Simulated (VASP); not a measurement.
Here is a VASP 6.6.1 calculation.

File INCAR:

```
SYSTEM = Ba
ALGO = Normal
EDIFF = 1E-7
EDIFFG = -0.01
ENCUT = 500
GGA = PS
GGA_COMPAT = .False.
IBRION = 2
ISIF = 8
ISMEAR = 1
LASPH = .True.
LCHARG = .False.
LREAL = .False.
LWAVE = .False.
NELM = 120
NELMIN = 4
NSW = 80
PREC = Accurate
SIGMA = 0.1
```

KPOINTS

```
k-points
0
Gamma
  7 7 7
  0 0 0
```

POSCAR

```
Ba
1.0
   -2.5065000000      2.5065000000      2.5065000000
    2.5065000000     -2.5065000000      2.5065000000
    2.5065000000      2.5065000000     -2.5065000000
Ba
1
Direct
    0.0000000000      0.0000000000      0.0000000000
```

Potentials or basis: VASP PAW PBE potentials, release 64 (Ba_sv).

Command:

```sh
$ cat potpaw_PBE.64/Ba_sv/POTCAR > POTCAR
$ mpirun -np 1 vasp_std > vasp.out
```

Estimate the band gap on the k mesh.

zero (band 5 reaches 2.00 eV, above the bottom of band 6 at 1.25 eV).

What does it give for the relaxed volume?

59.37 Å³/atom.

Estimate the space group after relaxing (to 0.05 Å).

Im-3m (No. 229).

What does it give for the relaxed cell?

a = 4.257 Å, b = 4.257 Å, c = 4.257 Å, α = 109.47°, β = 109.47°, γ = 109.47°.

Final structure:
```
Ba
1.0
    -2.45761    2.45761    2.45761
     2.45761   -2.45761    2.45761
     2.45761    2.45761   -2.45761
Ba
1
Direct
  0.00000 0.00000 0.00000
```

Caveat: the PAW data sets were made with another functional, which shifts forces and pressure a little; spin-orbit coupling is left out, which moves the levels of the heavy elements.
